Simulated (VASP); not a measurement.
# Sr (Cmcm) in VASP: further runs

Runs on Sr. Level: PBEsol. Tasks: single point.

Everything below comes from runs of VASP 6.6.1. Logs are shortened: lines on timing, memory, paths and dates and some standing lists are left out, and cuts for length are marked.

### 1 The cell of the first run

Symmetry: Cmcm, No. 63, orthorhombic system. Conventional cell: a = 4.803 Å, b = 6.720 Å, c = 6.397 Å, α = 90.00°, β = 90.00°, γ = 90.00°. Within 5.1 Å of Sr (site symmetry m2m) lie 12 Sr at 3.90 to 4.80 Å.

### 2 Single point, PBEsol

Contents of INCAR:

```
SYSTEM = Sr
PREC = Accurate ; ENCUT = 520
EDIFF = 1E-6 ; ISMEAR = 0
SIGMA = 0.15 ; LREAL = .FALSE.
LASPH = .TRUE. ; NELM = 80
ALGO = Fast ; ISIF = 2
LWAVE = .FALSE. ; LCHARG = .FALSE.
GGA = PS ; NBANDS = 17
```

Contents of KPOINTS:

```
Automatic mesh
0
G
  12 12 8
  0 0 0
```

Contents of POSCAR:

```
Sr
1.0
    4.8027445078      0.0000000000      0.0000000000
   -2.4013722539      3.3601321792      0.0000000000
    0.0000000000      0.0000000000      6.3970297469
Sr
2
Direct
    0.3333333333      0.6666666667      0.2500000000
    0.6666666667      0.3333333333      0.7500000000
```

Potentials or basis: VASP PAW PBE potentials, release 64 (Sr_sv).

Run with:

```sh
$ cat potpaw_PBE.64/Sr_sv/POTCAR > POTCAR
$ mpirun -np 1 vasp_std > vasp.out
```

OUTCAR:

```text
SYSTEM = Sr
   PREC = Accurate
   ENCUT = 520
   EDIFF = 1E-6
   ISMEAR = 0
   LREAL = .FALSE.
   LASPH = .TRUE.
   NELM = 80
   ISIF = 2
   GGA = PS

 ion  position               nearest neighbor table
   1  0.333  0.667  0.250-   2 3.90   2 3.90   2 4.15   2 4.15   2 4.15   2 4.15
   2  0.667  0.333  0.750-   1 3.90   1 3.90   1 4.15   1 4.15   1 4.15   1 4.15

  Warning from LATTYP: Monoclinic adjustment (A1->A3, A2->A1, A3->A2)!
  LATTYP: Found a base centered orthorhombic cell.
 ALAT       =     4.8027445078
 B/A-ratio  =     1.3992550192
 C/A-ratio  =     1.3319529566

  Lattice vectors:

 A1 = (   2.4013722539,  -3.3601321792,   0.0000000000)
 A2 = (   2.4013722539,   3.3601321792,   0.0000000000)
 A3 = (   0.0000000000,   0.0000000000,   6.3970297469)

Analysis of symmetry for initial positions (statically):
=====================================================================
 Subroutine PRICEL returns:
 Original cell was already a primitive cell.

 Routine SETGRP: Setting up the symmetry group for a
 base centered orthorhombic supercell.

 Subroutine GETGRP returns: Found  8 space group operations
 (whereof  4 operations were pure point group operations)
 out of a pool of  8 trial point group operations.

The static configuration has the point symmetry C_2h.
 The point group associated with its full space group is D_2h.

Analysis of symmetry for dynamics (positions and initial velocities):
=====================================================================
 Subroutine PRICEL returns:
 Original cell was already a primitive cell.

 Routine SETGRP: Setting up the symmetry group for a
 base centered orthorhombic supercell.

 Subroutine GETGRP returns: Found  8 space group operations
 (whereof  4 operations were pure point group operations)
 out of a pool of  8 trial point group operations.

The dynamic configuration has the point symmetry C_2h.
 The point group associated with its full space group is D_2h.

 Subroutine INISYM returns: Found  8 space group operations
 (whereof  4 operations are pure point group operations),
 and found     1 'primitive' translations

----------------------------------------------------------------------------------------

                                     Primitive cell

  volume of cell :     103.2343

  direct lattice vectors                    reciprocal lattice vectors
     4.802744508  0.000000000  0.000000000     0.208214282  0.148803670  0.000000000
    -2.401372254  3.360132179  0.000000000     0.000000000  0.297607340  0.000000000
     0.000000000  0.000000000  6.397029747     0.000000000  0.000000000  0.156322550

  length of vectors
     4.802744508  4.130021424  6.397029747     0.255921315  0.297607340  0.156322550

  position of ions in fractional coordinates (direct lattice)
     0.333333333  0.666666667  0.250000000
     0.666666667  0.333333333  0.750000000

  ion indices of the primitive-cell ions
   primitive index   ion index
                 1           1
                 2           2

----------------------------------------------------------------------------------------

 KPOINTS: Automatic mesh

Automatic generation of k-mesh.
 Grid dimensions read from file:
 generate k-points for:   12   12    8

 Generating k-lattice:

  Cartesian coordinates                     Fractional coordinates (reciprocal lattice)
     0.017351190  0.012400306  0.000000000     0.083333333  0.000000000  0.000000000
     0.000000000  0.024800612  0.000000000     0.000000000  0.083333333  0.000000000
     0.000000000  0.000000000  0.019540319     0.000000000  0.000000000  0.125000000

  Length of vectors
     0.021326776  0.024800612  0.019540319

  Shift w.r.t. Gamma in fractional coordinates (k-lattice)
     0.000000000  0.000000000  0.000000000

 Subroutine IBZKPT returns following result:
 ===========================================

 Found    215 irreducible k-points:

 Following reciprocal coordinates:
            Coordinates               Weight
  0.000000  0.000000  0.000000      1.000000
  0.083333  0.000000  0.000000      4.000000
  0.166667  0.000000  0.000000      4.000000
  0.250000  0.000000  0.000000      4.000000
  0.333333 -0.000000  0.000000      4.000000
  0.416667  0.000000  0.000000      4.000000
[... 16 lines left out ...]
  0.333333  0.166667  0.000000      4.000000
  0.416667  0.166667  0.000000      4.000000
 [... further k-points ...]
   k-points           NKPTS =    215   k-points in BZ     NKDIM =    215   number of bands    NBANDS=     17
   number of dos      NEDOS =    301   number of ions     NIONS =      2
   total plane-waves  NPLWV =  55296
   dimension x,y,z NGX =    36 NGY =   32 NGZ =   48
   dimension x,y,z NGXF=    72 NGYF=   64 NGZF=   96
   ions per type =               2
   NGX,Y,Z   is equivalent  to a cutoff of  12.46, 12.88, 12.47 a.u.
   NGXF,Y,Z  is equivalent  to a cutoff of  24.92, 25.76, 24.95 a.u.
 SYSTEM =  Sr
   PREC   = accura    normal or accurate (medium, high low for compatibility)
   ISTART =      0    job   : 0-new  1-cont  2-samecut
   ICHARG =      2    charge: 1-file 2-atom 10-const
   ISPIN  =      1    spin polarized calculation?
   LNONCOLLINEAR =      F non collinear calculations
   LSORBIT =      F    spin-orbit coupling
   LASPH  =      T    aspherical Exc in radial PAW
   ENCUT  =  520.0 eV  38.22 Ry    6.18 a.u.   8.93  7.68 11.89*2*pi/ulx,y,z
   NELM   =     80;   NELMIN=  2; NELMDL= -5     # of ELM steps
   EDIFF  = 0.1E-05   stopping-criterion for ELM
   LREAL  =      F    real-space projection
   EDIFFG = 0.1E-04   stopping-criterion for IOM
   NSW    =      0    number of steps for IOM
   IBRION =     -1    ionic relax: 0-MD 1-quasi-New 2-CG
   NFREE  =      0    steps in history (QN), initial steepest desc. (CG)
   ISIF   =      2    stress and relaxation
   ISYM   =      2    0-nonsym 1-usesym 2-fastsym
   POTIM  = 0.5000    time-step for ionic-motion
   TEBEG  =    0.0;   TEEND  =   0.0 temperature during run
   PSTRESS=    0.0 pullay stress
   NELECT =      20.0000    total number of electrons
   NUPDOWN=      -1.0000    fix difference up-down
   EMIN   =  10.00;   EMAX   =-10.00  energy-range for DOS
   EFERMI =   0.00;   METHOD = LEGACY
   ISMEAR =     0;   SIGMA  =   0.15  broadening in eV -4-tet -1-fermi 0-gaus
   EFERMI_NEDOS =   21; number of points for ismear=-14 and -15
   IALGO  =     68    algorithm
   IMIX   =      4    mixing-type and parameters
     AMIX     =   0.40;   BMIX     =  1.00
     AMIX_MAG =   1.60;   BMIX_MAG =  1.00
  volume/ion in A,a.u.               =      51.62       348.33
  Fermi-wavevector in a.u.,A,eV,Ry     =   0.947276  1.790093 12.208953  0.897333
  Thomas-Fermi vector in A             =   2.075354
   LORBIT       =      0    0 simple, 1 ext, 2 COOP (PROOUT), +10 PAW based schemes
   GGA     = PS    functional components
   LHFCALC =     F    Hartree Fock is set to
   AEXX    =    0.0000 exact exchange contribution
   IVDW    =     0    specifies the selected vdW correction
   LEPSILON=     F    determine dielectric tensor
   LRPA    =     F    only Hartree local field effects (RPA)
 non-spin polarized calculation
 RMM-DIIS sequential band-by-band and
 Gauss-broadening in eV      SIGMA  =   0.15
  energy-cutoff  :      520.00
  volume of cell :      103.23
 maximum number of plane-waves:      2800
   NGX = 17   NGY = 15   NGZ = 23

 number of electron      20.0000000 magnetization

 Free energy of the ion-electron system (eV)
  ---------------------------------------------------
  ext. energy  EPLUGINS =         0.00000000
  ---------------------------------------------------
  free energy    TOTEN  =        -3.54092358 eV

  energy without entropy =       -3.51091125  energy(sigma->0) =       -3.52591741

 E-fermi :   1.6981     XC(G=0):  -7.6262

 val. band max:        1.6914605300   @ k =   0.2500   0.1667   0.0000
 cond. band min:       1.7078295289   @ k =   0.2500   0.3333   0.3750
 fundamental gap:      0.0163689989
 Fermi energy:         1.6980519778

 k-point     1 :       0.0000    0.0000    0.0000
  band No.  band energies     occupation
      1     -34.7343      2.00000
      2     -34.7048      2.00000
      3     -16.9186      2.00000
      4     -16.6782      2.00000
      5     -16.6677      2.00000
      6     -16.6210      2.00000
[... 9 lines left out ...]
     16       4.7395      0.00000
     17       5.0801      0.00000

 k-point     2 :       0.0833    0.0000    0.0000
  band No.  band energies     occupation
      1     -34.7333      2.00000
      2     -34.7046      2.00000
      3     -16.9135      2.00000
      4     -16.6863      2.00000
      5     -16.6712      2.00000
      6     -16.6297      2.00000
[... 9 lines left out ...]
     16       4.6255      0.00000
     17       5.1263      0.00000

 k-point     3 :       0.1667    0.0000    0.0000
  band No.  band energies     occupation
      1     -34.7308      2.00000
      2     -34.7042      2.00000
      3     -16.8991      2.00000
      4     -16.7123      2.00000
      5     -16.6808      2.00000
      6     -16.6537      2.00000
[... 9 lines left out ...]
     16       4.6129      0.00000
     17       5.3427      0.00000

 k-point     4 :       0.2500    0.0000    0.0000
  band No.  band energies     occupation
      1     -34.7272      2.00000
      2     -34.7037      2.00000
      3     -16.8777      2.00000
      4     -16.7483      2.00000
      5     -16.7133      2.00000
      6     -16.6657      2.00000
[... 9 lines left out ...]
     16       4.9164      0.00000
     17       5.4314      0.00000

 k-point     5 :       0.3333   -0.0000    0.0000
  band No.  band energies     occupation
      1     -34.7233      2.00000
      2     -34.7034      2.00000
      3     -16.8534      2.00000
      4     -16.7836      2.00000
      5     -16.7540      2.00000
      6     -16.6690      2.00000
[... 9 lines left out ...]
     16       5.3452      0.00000
     17       5.8146      0.00000

 k-point     6 :       0.4167    0.0000    0.0000
  band No.  band energies     occupation
      1     -34.7202      2.00000
      2     -34.7034      2.00000
      3     -16.8327      2.00000
      4     -16.8090      2.00000
      5     -16.7847      2.00000
      6     -16.6704      2.00000
[... 9 lines left out ...]
     16       5.5813      0.00000
     17       5.8038      0.00000

 k-point     7 :       0.5000    0.0000    0.0000
  band No.  band energies     occupation
      1     -34.7190      2.00000
      2     -34.7035      2.00000
      3     -16.8241      2.00000
      4     -16.8182      2.00000
      5     -16.7960      2.00000
      6     -16.6709      2.00000
[... 9 lines left out ...]
     16       5.6095      0.00000
     17       5.8801      0.00000

 k-point     8 :       0.0000    0.0833    0.0000
  band No.  band energies     occupation
      1     -34.7328      2.00000
      2     -34.7043      2.00000
      3     -16.9111      2.00000
      4     -16.6903      2.00000
      5     -16.6757      2.00000
      6     -16.6294      2.00000
[... 9 lines left out ...]
     16       4.6557      0.00000
     17       5.0981      0.00000
[... 203 lines left out ...]
      1     -34.7286      2.00000
      2     -34.7031      2.00000
      3     -16.8898      2.00000
      4     -16.7237      2.00000
      5     -16.6963      2.00000
      6     -16.6647      2.00000
[... 9 lines left out ...]
     16       4.4465      0.00000
     17       4.4536      0.00000

 k-point    20 :       0.0833    0.1667    0.0000
  band No.  band energies     occupation
      1     -34.7254      2.00000
      2     -34.7025      2.00000
      3     -16.8725      2.00000
      4     -16.7499      2.00000
      5     -16.7214      2.00000
      6     -16.6793      2.00000
[... 9 lines left out ...]
     16       4.3498      0.00000
     17       4.6491      0.00000

 k-point    21 :       0.1667    0.1667    0.0000
  band No.  band energies     occupation
      1     -34.7217      2.00000
      2     -34.7021      2.00000
      3     -16.8499      2.00000
      4     -16.7779      2.00000
      5     -16.7619      2.00000
      6     -16.6829      2.00000
[... 9 lines left out ...]
     16       4.6303      0.00000
     17       5.0734      0.00000

 k-point    22 :       0.2500    0.1667    0.0000
  band No.  band energies     occupation
      1     -34.7184      2.00000
      2     -34.7024      2.00000
      3     -16.8269      2.00000
      4     -16.7984      2.00000
      5     -16.7954      2.00000
      6     -16.6863      2.00000
[... 9 lines left out ...]
     16       5.1010      0.00000
     17       5.4032      0.00000

 k-point    23 :       0.3333    0.1667    0.0000
  band No.  band energies     occupation
      1     -34.7164      2.00000
      2     -34.7029      2.00000
      3     -16.8156      2.00000
      4     -16.8107      2.00000
      5     -16.8003      2.00000
      6     -16.6910      2.00000
[... 9 lines left out ...]
     16       5.2085      0.00000
     17       5.6220      0.00000

 k-point    24 :       0.4167    0.1667    0.0000
  band No.  band energies     occupation
      1     -34.7166      2.00000
      2     -34.7033      2.00000
      3     -16.8140      2.00000
      4     -16.8100      2.00000
      5     -16.7853      2.00000
      6     -16.6965      2.00000
[... 9 lines left out ...]
     16       5.2382      0.00000
     17       5.7648      0.00000

 [... further k-points ...]

------------------------ aborting loop because EDIFF is reached ----------------------------------------

  FORCE on cell =-STRESS in cart. coord.  units (eV):
  Direction    XX          YY          ZZ          XY          YZ          ZX
  --------------------------------------------------------------------------------------
  -------------------------------------------------------------------------------------
  Total       -0.8827525      0.4659965      1.0812652      0.0000000     -0.0000000      0.0000000
  in kB      -13.7001497      7.2321761     16.7810285      0.0000000     -0.0000000      0.0000000
  external PRESSURE =       3.4376850 kB  Pullay stress =       0.0000000 kB

 VOLUME and BASIS-vectors are now :
 -----------------------------------------------------------------------------
  energy-cutoff  :      520.00
  volume of cell :      103.23
      direct lattice vectors                 reciprocal lattice vectors
     4.802744508  0.000000000  0.000000000     0.208214282  0.148803670  0.000000000
    -2.401372254  3.360132179  0.000000000     0.000000000  0.297607340  0.000000000
     0.000000000  0.000000000  6.397029747     0.000000000  0.000000000  0.156322550

 POSITION                                       TOTAL-FORCE (eV/Angst)
 -----------------------------------------------------------------------------------
     -0.00000      2.24009      1.59926         0.000000     -0.301385      0.000000
      2.40137      1.12004      4.79777         0.000000      0.301385      0.000000
 -----------------------------------------------------------------------------------
    total drift:                               -0.000000      0.000000     -0.000000

  FREE ENERGIE OF THE ION-ELECTRON SYSTEM (eV)
  ---------------------------------------------------
  free  energy   TOTEN  =        -3.5409235761 eV

  energy  without entropy=       -3.5109112516  energy(sigma->0) =       -3.52591741
```

Run time: 3.8 min. Hardware: 1 thread of AMD EPYC 9R45 (Zen 5), shared host; peak memory 0.42 GiB.

What came out:

* Free energy: -3.5409 eV
* Pressure: 0.3 GPa
* Largest force: 0.301 eV/Å
* Band gap on the k mesh: zero (bands 10 and 11 overlap by 0.08 eV)

Forces on the atoms (eV/Å):
```
Sr   0.000 -0.301  0.000
Sr   0.000  0.301  0.000
```

Stress tensor (GPa, compression positive):
```
-1.37  0.00  0.00
 0.00  0.72  0.00
 0.00  0.00  1.68
```

Caveat: the cell differs from its parent crystal (strain +e along x and -e along y +0.1100, strain +e along z and -e/2 along x and y -0.0700); the PAW data sets were made with another functional, which shifts forces and pressure a little.

### 3 Single point, PBEsol

This run uses another cell than the first one, of the same volume but with other edges.

Contents of INCAR:

```
PREC = Accurate
ENCUT = 520
EDIFF = 1E-6
ISMEAR = 0
SIGMA = 0.15
LREAL = False
LASPH = True
NELM = 60
ALGO = Fast
ISIF = 2
LWAVE = False
LCHARG = False
GGA = PS
NBANDS = 17
```

Contents of KPOINTS:

```
regular mesh
0
Gamma
  12 12 8
```

Contents of POSCAR:

```
Sr
1.0
    4.5579932920      0.0000000000      0.0000000000
   -2.2789966460      3.1481714088      0.0000000000
    0.0000000000      0.0000000000      7.1997538023
Sr
2
Direct
    0.3333333333      0.6666666667      0.2500000000
    0.6666666667      0.3333333333      0.7500000000
```

Potentials or basis: VASP PAW PBE potentials, release 64 (Sr_sv).

Run with:

```sh
$ cat potpaw_PBE.64/Sr_sv/POTCAR > POTCAR
$ mpirun -np 1 vasp_std > vasp.out
```

Wall time 4.3 min (1 thread of AMD EPYC 9R45 (Zen 5), shared host); peak memory 0.43 GiB.

It converged, with:

```yaml
Free_energy: -3.5270 eV
Pressure: 0.2 GPa
Largest_force: 0.156 eV/Å
Band_gap_on_the_k_mesh: zero (bands 10 and 11 overlap by 0.34 eV)
```

Forces in eV/Å, atoms in the order of the input:
```
Sr   0.000 -0.156  0.000
Sr   0.000  0.156  0.000
```

Stress tensor (GPa, compression positive):
```
-0.30  0.00  0.00
 0.00  2.38  0.00
 0.00  0.00 -1.41
```

Levels at points of the mesh, in eV from the Fermi level:
| k point | band 8 | band 9 | band 10 | band 11 | band 12 | band 13 |
| --- | --- | --- | --- | --- | --- | --- |
| (0.00, 0.00, 0.00) | -18.27 | -3.67 | -1.33 | -0.07 | 1.44 | 1.82 |
| (0.50, 0.00, 0.00) | -18.27 | -1.11 | -0.52 | -0.05 | 0.41 | 1.06 |
| (0.00, 0.50, 0.00) | -18.34 | -0.59 | -0.25 | 0.23 | 0.76 | 1.60 |
| (0.00, 0.00, 0.50) | -18.28 | -2.79 | -2.79 | 1.05 | 1.05 | 1.55 |
| (0.50, 0.00, 0.50) | -18.28 | -0.88 | -0.88 | 0.26 | 0.26 | 1.27 |
| (0.00, 0.50, 0.50) | -18.33 | -0.50 | -0.50 | 0.71 | 0.71 | 1.77 |

Caveat: the cell differs from its parent crystal (strain +e along x and -e along y +0.1100, strain +e along z and -e/2 along x and y +0.0467); the PAW data sets were made with another functional, which shifts forces and pressure a little.
